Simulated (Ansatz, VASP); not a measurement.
# One calculation of Ba, two programs

File INCAR:

```
PREC     = Accurate       # precision mode
ENCUT    = 520            # plane-wave cutoff, eV
EDIFF    = 1E-7           # SCF threshold, eV
ISMEAR   = 0              # smearing method
SIGMA    = 0.15           # smearing width, eV
LREAL    = F              # projectors in reciprocal space
LASPH    = T              # aspherical terms in the spheres
NELM     = 80             # most SCF steps
ALGO     = Fast           # electronic algorithm
ISIF     = 2              # what is computed and relaxed
LWAVE    = F              # write WAVECAR
LCHARG   = F              # write CHGCAR
GGA      = PS             # functional
NBANDS   = 11             # bands
```

The input KPOINTS:

```
Automatic mesh
0
Gamma
  14 14 14
```

The input POSCAR:

```
Ba
1.0
   -2.4000000000      2.4000000000      2.7000000000
    2.4000000000     -2.4000000000      2.7000000000
    2.4000000000      2.4000000000     -2.7000000000
Ba
1
Direct
    0.0000000000      0.0000000000      0.0000000000
```

Input for Ansatz:

```yaml
crystal:
  lattice:
    - [-2.4, 2.4, 2.7]
    - [2.4, -2.4, 2.7]
    - [2.4, 2.4, -2.7]
  atoms:
    - { symbol: Ba, position: [0.0, 0.0, 0.0] }
basis:
  ecutwfc: 420
kpoints:
  mp_grid: { grid: [14, 14, 14] }
hamiltonian:
  xc: pbesol
scf:
  occupations: { method: gaussian, width: 0.15 }
output:
  forces: true
  stress: true
  eigenvalues: true
```

Change from the starting cell: strain -0.040 along x and y, +0.080 along z, atoms carried along.

Alike in both runs: task single point; functional PBEsol; k mesh 14 × 14 × 14; occupations gaussian, width 0.15 eV; no spin polarisation.

```csv
,VASP,Ansatz
version,VASP 6.6.1,Ansatz 0.2.0
potentials or method,"VASP PAW PBE potentials, release 64 (Ba_sv), cutoff 520 eV","scalar-relativistic, plane waves, PAW"
valence electrons in the cell,10,10
```

|  | VASP | Ansatz | Ansatz less VASP |
| --- | --- | --- | --- |
| gap on the k mesh at the Fermi level (eV) | none | none | - |
| pressure (GPa) | -0.5 | -0.5 | -0.06 |
| traceless stress, the component that is largest in VASP (GPa) | -0.21 | -0.20 | +0.003 |

VASP's potentials were made for PBE, not for PBEsol. A gap of «none» marks a metal or a gap that the smearing closes. The functional is the same, so the differences come from potentials, cutoffs and numerics.

Neither program's run includes spin-orbit coupling.
